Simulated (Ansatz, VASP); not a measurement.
## Two plane-wave programs on BeTe

```
Be Te
1.0
     0.00000    2.75141    2.75141
     2.75141    0.00000    2.75141
     2.75141    2.75141    0.00000
Be Te
1 1
Direct
  0.00000 0.00000 0.00000
  0.25000 0.25000 0.25000
```

Alike in both runs: task single point; functional PBEsol; k mesh 6 × 6 × 6; occupations fermi-dirac, width 0.01 eV; no spin polarisation.

|  | VASP | Ansatz |
| --- | --- | --- |
| version | VASP 6.6.1 | Ansatz 0.2.0 |
| potentials or method | VASP PAW PBE potentials, release 64 (Be, Te), cutoff 600 eV | plane waves, PAW |
| valence electrons in the cell | 8 | 18 |

```csv
,VASP,Ansatz,Ansatz less VASP
pressure (GPa),4.1,3.8,-0.32
```

VASP's potentials were made for PBE, not for PBEsol. VASP's potentials hold 8 valence electrons a cell and Ansatz's 18, so a difference there can come from the potentials and not from the codes.

Spin-orbit coupling is off throughout.
